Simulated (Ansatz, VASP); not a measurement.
## One calculation of W, two programs

```
W
1.0
     0.00000    2.01824    2.01824
     2.01824    0.00000    2.01824
     2.01824    2.01824    0.00000
W
1
Direct
  0.00000 0.00000 0.00000
```

Alike in both runs: functional PBE; k mesh 16 × 16 × 16; occupations fermi-dirac, width 0.05 eV; no spin polarisation.

Ansatz relaxed the structure, and its values are those at the end. VASP's run is a single point on that final structure, the one shown.

```csv
,VASP,Ansatz
version,VASP 6.6.1,Ansatz 0.2.0
potentials or method,"VASP PAW PBE potentials, release 64 (W_sv)","PAW with Ansatz's default frozen-core files, scalar-relativistic"
plane-wave cutoff (eV),520,420
valence electrons in the cell,14,14
```

Ansatz gave:

```
pressure (GPa) : 0.0
```

Problem. Estimate VASP's values.

Solution. Pressure (GPa): 0.5.

The functional is the same, so the differences come from potentials, cutoffs and numerics.

Neither program's run includes spin-orbit coupling.
